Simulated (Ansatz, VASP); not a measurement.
One calculation of Cs, two programs

```xyz
4
Lattice="5.4149 0.0000 0.0000 -2.7075 4.6894 0.0000 0.0000 0.0000 18.5747" Properties=species:S:1:pos:R:3 pbc="T T T"
Cs    0.0000    0.0000    0.0000
Cs    0.0000    3.1263    4.6437
Cs    0.0000    0.0000    9.2874
Cs    2.7075    1.5631   13.9310
```

Alike in both runs: task single point; functional PBE; k mesh 9 × 9 × 4; occupations gaussian, width 0.1 eV; no spin polarisation.

|  | VASP | Ansatz |
| --- | --- | --- |
| version | VASP 6.6.1 | Ansatz 0.2.0 |
| potentials or method | VASP PAW PBE potentials, release 64 (Cs_sv), cutoff 520 eV | scalar-relativistic, plane waves, PAW |
| valence electrons in the cell | 36 | 36 |

```tsv
	VASP	Ansatz	Ansatz less VASP
gap on the k mesh at the Fermi level (eV)	none	none	-
pressure (GPa)	0.0	0.0	+0.01
traceless stress, the component that is largest in VASP (GPa)	-0.08	-0.08	0.000
```

A gap of «none» marks a metal or a gap that the smearing closes. With one functional, cell and mesh, what is left measures potentials, basis and numerics.

Spin-orbit coupling is off throughout.
